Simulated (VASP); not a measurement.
# W (P6_3/mmc) in VASP: notebook

The runs below take W through single point, with PBEsol.

All numbers are computed with VASP 6.6.1; they aren't measurements. Logs are shortened: lines on timing, memory, paths and dates and some standing lists are left out, and cuts for length are marked.

## 1. The cell of the first run

It takes space group P6_3/mmc (No. 194, hexagonal). The conventional cell has a = 2.759 Å, b = 2.759 Å, c = 9.717 Å, α = 90.00°, β = 90.00°, γ = 120.00°. Within 3.6 Å of W (site symmetry -3m) lie 12 W at 2.76 to 2.91 Å. W (site symmetry -6m2) has 12 W at 2.76 to 2.91 Å within 3.6 Å.

This isn't the form of W at room conditions, which is bcc.

## 2. Single point, PBEsol

The input, INCAR:

```
PREC     = Accurate       # precision mode
ENCUT    = 520            # plane-wave cutoff, eV
EDIFF    = 1E-7           # SCF threshold, eV
ISMEAR   = 0              # smearing method
SIGMA    = 0.1            # smearing width, eV
LREAL    = False          # projectors in reciprocal space
LASPH    = True           # aspherical terms in the spheres
NELM     = 80             # most SCF steps
ALGO     = Fast           # electronic algorithm
ISIF     = 2              # what is computed and relaxed
LWAVE    = False          # write WAVECAR
LCHARG   = False          # write CHGCAR
GGA      = PS             # functional
NBANDS   = 36             # bands
```

The input, KPOINTS:

```
regular mesh
0
Gamma
  21 21 6
```

The input, POSCAR:

```
W
1.0
    2.7594381601      0.0000000000      0.0000000000
   -1.3797190801      2.3897435468      0.0000000000
    0.0000000000      0.0000000000      9.7167650779
W
4
Direct
    0.0000000000      0.0000000000      0.0000000000
    0.0000000000      0.0000000000      0.5000000000
    0.3333333333      0.6666666667      0.7500000000
    0.6666666667      0.3333333333      0.2500000000
```

Potentials or basis: VASP PAW PBE potentials, release 64 (W_sv).

On the command line:

```sh
$ cat potpaw_PBE.64/W_sv/POTCAR > POTCAR
$ mpirun -np 1 vasp_std > vasp.out
```

OUTCAR:

```text
PREC = Accurate
   ENCUT = 520
   EDIFF = 1E-7
   ISMEAR = 0
   LREAL = False
   LASPH = True
   NELM = 80
   ISIF = 2
   GGA = PS

 ion  position               nearest neighbor table
   1  0.000  0.000  0.000-   3 2.91   4 2.91   4 2.91   3 2.91   4 2.91   3 2.91
   2  0.000  0.000  0.500-   3 2.91   4 2.91   4 2.91   3 2.91   4 2.91   3 2.91
   3  0.333  0.667  0.750-   1 2.91   2 2.91   1 2.91   2 2.91   1 2.91   2 2.91
   4  0.667  0.333  0.250-   1 2.91   2 2.91   1 2.91   2 2.91   1 2.91   2 2.91

  LATTYP: Found a hexagonal cell.
 ALAT       =     2.7594381601
 C/A-ratio  =     3.5212838680

  Lattice vectors:

 A1 = (   2.7594381601,   0.0000000000,   0.0000000000)
 A2 = (  -1.3797190801,   2.3897435468,   0.0000000000)
 A3 = (   0.0000000000,   0.0000000000,   9.7167650779)

Analysis of symmetry for initial positions (statically):
=====================================================================
 Subroutine PRICEL returns:
 Original cell was already a primitive cell.

 Routine SETGRP: Setting up the symmetry group for a
 hexagonal supercell.

 Subroutine GETGRP returns: Found 24 space group operations
 (whereof 12 operations were pure point group operations)
 out of a pool of 24 trial point group operations.

The static configuration has the point symmetry D_3d.
 The point group associated with its full space group is D_6h.

Analysis of symmetry for dynamics (positions and initial velocities):
=====================================================================
 Subroutine PRICEL returns:
 Original cell was already a primitive cell.

 Routine SETGRP: Setting up the symmetry group for a
 hexagonal supercell.

 Subroutine GETGRP returns: Found 24 space group operations
 (whereof 12 operations were pure point group operations)
 out of a pool of 24 trial point group operations.

The dynamic configuration has the point symmetry D_3d.
 The point group associated with its full space group is D_6h.

 Subroutine INISYM returns: Found 24 space group operations
 (whereof 12 operations are pure point group operations),
 and found     1 'primitive' translations

----------------------------------------------------------------------------------------

                                     Primitive cell

  volume of cell :      64.0757

  direct lattice vectors                    reciprocal lattice vectors
     2.759438160  0.000000000  0.000000000     0.362392611  0.209227472  0.000000000
    -1.379719080  2.389743547  0.000000000     0.000000000  0.418454943  0.000000000
     0.000000000  0.000000000  9.716765078     0.000000000  0.000000000  0.102914910

  length of vectors
     2.759438160  2.759438160  9.716765078     0.418454943  0.418454943  0.102914910

  position of ions in fractional coordinates (direct lattice)
     0.000000000  0.000000000  0.000000000
     0.000000000  0.000000000  0.500000000
     0.333333333  0.666666667  0.750000000
     0.666666667  0.333333333  0.250000000

  ion indices of the primitive-cell ions
   primitive index   ion index
                 1           1
                 2           2
                 3           3
                 4           4

----------------------------------------------------------------------------------------

 KPOINTS: regular mesh

Automatic generation of k-mesh.
 Grid dimensions read from file:
 generate k-points for:   21   21    6

 Generating k-lattice:

  Cartesian coordinates                     Fractional coordinates (reciprocal lattice)
     0.017256791  0.009963213  0.000000000     0.047619048  0.000000000  0.000000000
     0.000000000  0.019926426  0.000000000     0.000000000  0.047619048  0.000000000
     0.000000000  0.000000000  0.017152485     0.000000000  0.000000000  0.166666667

  Length of vectors
     0.019926426  0.019926426  0.017152485

  Shift w.r.t. Gamma in fractional coordinates (k-lattice)
     0.000000000  0.000000000  0.000000000

 Subroutine IBZKPT returns following result:
 ===========================================

 Found    192 irreducible k-points:

 Following reciprocal coordinates:
            Coordinates               Weight
  0.000000  0.000000  0.000000      1.000000
  0.047619  0.000000  0.000000      6.000000
  0.095238  0.000000  0.000000      6.000000
  0.142857  0.000000  0.000000      6.000000
  0.190476  0.000000  0.000000      6.000000
  0.238095  0.000000  0.000000      6.000000
[... 16 lines left out ...]
  0.142857  0.095238  0.000000     12.000000
  0.190476  0.095238  0.000000     12.000000
 [... further k-points ...]
   k-points           NKPTS =    192   k-points in BZ     NKDIM =    192   number of bands    NBANDS=     36
   number of dos      NEDOS =    301   number of ions     NIONS =      4
   total plane-waves  NPLWV =  41472
   dimension x,y,z NGX =    24 NGY =   24 NGZ =   72
   dimension x,y,z NGXF=    48 NGYF=   48 NGZF=  144
   ions per type =               4
   NGX,Y,Z   is equivalent  to a cutoff of  14.46, 14.46, 12.32 a.u.
   NGXF,Y,Z  is equivalent  to a cutoff of  28.92, 28.92, 24.64 a.u.
 SYSTEM =  unknown system
   PREC   = accura    normal or accurate (medium, high low for compatibility)
   ISTART =      0    job   : 0-new  1-cont  2-samecut
   ICHARG =      2    charge: 1-file 2-atom 10-const
   ISPIN  =      1    spin polarized calculation?
   LNONCOLLINEAR =      F non collinear calculations
   LSORBIT =      F    spin-orbit coupling
   LASPH  =      T    aspherical Exc in radial PAW
   ENCUT  =  520.0 eV  38.22 Ry    6.18 a.u.   5.13  5.13 18.07*2*pi/ulx,y,z
   NELM   =     80;   NELMIN=  2; NELMDL= -5     # of ELM steps
   EDIFF  = 0.1E-06   stopping-criterion for ELM
   LREAL  =      F    real-space projection
   EDIFFG = 0.1E-05   stopping-criterion for IOM
   NSW    =      0    number of steps for IOM
   IBRION =     -1    ionic relax: 0-MD 1-quasi-New 2-CG
   NFREE  =      0    steps in history (QN), initial steepest desc. (CG)
   ISIF   =      2    stress and relaxation
   ISYM   =      2    0-nonsym 1-usesym 2-fastsym
   POTIM  = 0.5000    time-step for ionic-motion
   TEBEG  =    0.0;   TEEND  =   0.0 temperature during run
   PSTRESS=    0.0 pullay stress
   NELECT =      56.0000    total number of electrons
   NUPDOWN=      -1.0000    fix difference up-down
   EMIN   =  10.00;   EMAX   =-10.00  energy-range for DOS
   EFERMI =   0.00;   METHOD = LEGACY
   ISMEAR =     0;   SIGMA  =   0.10  broadening in eV -4-tet -1-fermi 0-gaus
   EFERMI_NEDOS =   21; number of points for ismear=-14 and -15
   IALGO  =     68    algorithm
   IMIX   =      4    mixing-type and parameters
     AMIX     =   0.40;   BMIX     =  1.00
     AMIX_MAG =   1.60;   BMIX_MAG =  1.00
  volume/ion in A,a.u.               =      16.02       108.10
  Fermi-wavevector in a.u.,A,eV,Ry     =   1.565211  2.957820 33.332725  2.449886
  Thomas-Fermi vector in A             =   2.667721
   LORBIT       =      0    0 simple, 1 ext, 2 COOP (PROOUT), +10 PAW based schemes
   GGA     = PS    functional components
   LHFCALC =     F    Hartree Fock is set to
   AEXX    =    0.0000 exact exchange contribution
   IVDW    =     0    specifies the selected vdW correction
   LEPSILON=     F    determine dielectric tensor
   LRPA    =     F    only Hartree local field effects (RPA)
 non-spin polarized calculation
 RMM-DIIS sequential band-by-band and
 Gauss-broadening in eV      SIGMA  =   0.10
  energy-cutoff  :      520.00
  volume of cell :       64.08
 maximum number of plane-waves:      1752
 NGX is ok and might be reduce to    24
   NGX = 11   NGY = 11   NGZ = 37

 number of electron      55.9999994 magnetization

 Free energy of the ion-electron system (eV)
  ---------------------------------------------------
  ext. energy  EPLUGINS =         0.00000000
  ---------------------------------------------------
  free energy    TOTEN  =       -53.26197361 eV

  energy without entropy =      -53.24569652  energy(sigma->0) =      -53.25383506

 E-fermi :  10.7447     XC(G=0): -13.6862

 val. band max:       10.7417941696   @ k =   0.0952   0.0476   0.1667
 cond. band min:      10.7487894049   @ k =   0.4286   0.0000   0.3333
 fundamental gap:      0.0069952353
 Fermi energy:        10.7447201309

 k-point     1 :       0.0000    0.0000    0.0000
  band No.  band energies     occupation
      1     -62.9405      2.00000
      2     -62.9107      2.00000
      3     -62.8803      2.00000
      4     -62.8503      2.00000
      5     -27.7256      2.00000
      6     -27.2383      2.00000
[... 28 lines left out ...]
     35      13.8020      0.00000
     36      13.8041      0.00000

 k-point     2 :       0.0476    0.0000    0.0000
  band No.  band energies     occupation
      1     -62.9377      2.00000
      2     -62.9083      2.00000
      3     -62.8779      2.00000
      4     -62.8483      2.00000
      5     -27.7168      2.00000
      6     -27.2365      2.00000
[... 28 lines left out ...]
     35      13.8364      0.00000
     36      13.8685      0.00000

 k-point     3 :       0.0952    0.0000    0.0000
  band No.  band energies     occupation
      1     -62.9295      2.00000
      2     -62.9013      2.00000
      3     -62.8709      2.00000
      4     -62.8425      2.00000
      5     -27.6906      2.00000
      6     -27.2323      2.00000
[... 28 lines left out ...]
     35      13.8831      0.00000
     36      13.9740      0.00000
[... 742 lines left out ...]
 k-point    23 :       0.1429    0.0952    0.0000
  band No.  band energies     occupation
      1     -62.8935      2.00000
      2     -62.8708      2.00000
      3     -62.8404      2.00000
      4     -62.8175      2.00000
      5     -27.5702      2.00000
      6     -27.2486      2.00000
[... 28 lines left out ...]
     35      13.6575      0.00000
     36      14.1087      0.00000

 k-point    24 :       0.1905    0.0952    0.0000
  band No.  band energies     occupation
      1     -62.8754      2.00000
      2     -62.8557      2.00000
      3     -62.8253      2.00000
      4     -62.8055      2.00000
      5     -27.5068      2.00000
      6     -27.3015      2.00000
[... 28 lines left out ...]
     35      13.6630      0.00000
     36      14.3689      0.00000

 [... further k-points ...]

------------------------ aborting loop because EDIFF is reached ----------------------------------------

  FORCE on cell =-STRESS in cart. coord.  units (eV):
  Direction    XX          YY          ZZ          XY          YZ          ZX
  --------------------------------------------------------------------------------------
  -------------------------------------------------------------------------------------
  Total        0.2865541      0.2865541      0.2015146     -0.0000000      0.0000000     -0.0000000
  in kB        7.1651204      7.1651204      5.0387568     -0.0000000      0.0000000     -0.0000000
  external PRESSURE =       6.4563325 kB  Pullay stress =       0.0000000 kB

 VOLUME and BASIS-vectors are now :
 -----------------------------------------------------------------------------
  energy-cutoff  :      520.00
  volume of cell :       64.08
      direct lattice vectors                 reciprocal lattice vectors
     2.759438160  0.000000000  0.000000000     0.362392611  0.209227472  0.000000000
    -1.379719080  2.389743547  0.000000000     0.000000000  0.418454943  0.000000000
     0.000000000  0.000000000  9.716765078     0.000000000  0.000000000  0.102914910

 POSITION                                       TOTAL-FORCE (eV/Angst)
 -----------------------------------------------------------------------------------
      0.00000      0.00000      0.00000        -0.000000      0.000000     -0.000000
      0.00000      0.00000      4.85838        -0.000000      0.000000     -0.000000
     -0.00000      1.59316      7.28757        -0.000000     -0.000000      0.000000
      1.37972      0.79658      2.42919         0.000000      0.000000     -0.000000
 -----------------------------------------------------------------------------------
    total drift:                                0.000000      0.000000     -0.000000

  FREE ENERGIE OF THE ION-ELECTRON SYSTEM (eV)
  ---------------------------------------------------
  free  energy   TOTEN  =       -53.2619736068 eV

  energy  without entropy=      -53.2456965169  energy(sigma->0) =      -53.25383506
```

Wall time 4.2 min (1 thread of Intel Xeon 6975P-C (Granite Rapids), shared host); peak memory 0.41 GiB.

Results:

| Quantity | Value |
| --- | --- |
| Free energy | -53.2620 eV |
| Pressure | 0.6 GPa |
| Band gap on the k mesh | zero (bands 28 and 29 overlap by 2.08 eV) |

Caveat: the PAW data sets were made with another functional, which shifts forces and pressure a little; spin-orbit coupling is left out, which moves the levels of the heavy elements.

## 3. Single point, PBEsol

This run uses another cell than the first one, of 16.51 Å³/atom.

The input, INCAR:

```
SYSTEM = W
  PREC = Accurate
  ENCUT = 520
  EDIFF = 1E-6
  ISMEAR = 0
  SIGMA = 0.1
  LREAL = .False.
  LASPH = .True.
  NELM = 60
  ALGO = Fast
  ISIF = 2
  LWAVE = .False.
  LCHARG = .False.
  GGA = PS
  NBANDS = 36
```

The input, KPOINTS:

```
Automatic mesh
0
Gamma
  21 21 6
  0 0 0
```

The input, POSCAR:

```
W
1.0
    2.7461340444      0.0000000000      0.0000000000
   -1.3730670222      2.3782218447      0.0000000000
    0.0000000000      0.0000000000     10.1113788292
W
4
Direct
    0.3333333333      0.6666666667      0.3815854754
    0.6666666667      0.3333333333      0.8815854754
    0.6666666667      0.3333333333      0.6184145246
    0.3333333333      0.6666666667      0.1184145246
```

Potentials or basis: VASP PAW PBE potentials, release 64 (W_sv).

On the command line:

```sh
$ cat potpaw_PBE.64/W_sv/POTCAR > POTCAR
$ mpirun -np 1 vasp_std > vasp.out
```

It took 9.9 min on 1 thread of Intel Xeon 8259CL, shared host; peak memory 0.41 GiB.

Results (log left out):

* Free energy: -51.4214 eV
* Pressure: 0.7 GPa
* Band gap on the k mesh: zero (bands 28 and 29 overlap by 1.84 eV)

Levels at points of the mesh, in eV from the Fermi level:
| k point | band 25 | band 26 | band 27 | band 28 | band 29 | band 30 | band 31 | band 32 |
| --- | --- | --- | --- | --- | --- | --- | --- | --- |
| (0.00, 0.00, 0.00) | -0.76 | -0.71 | -0.50 | -0.50 | -0.39 | -0.39 | -0.08 | -0.08 |
| (0.00, 0.00, 0.50) | -0.65 | -0.65 | -0.65 | -0.65 | -0.22 | -0.22 | -0.22 | -0.22 |

Caveat: the PAW data sets were made with another functional, which shifts forces and pressure a little; spin-orbit coupling is left out, which moves the levels of the heavy elements.

(Part 1 of 2 ends here.)

The gap in the log of VASP goes by the Fermi energy; the results here count the filled bands.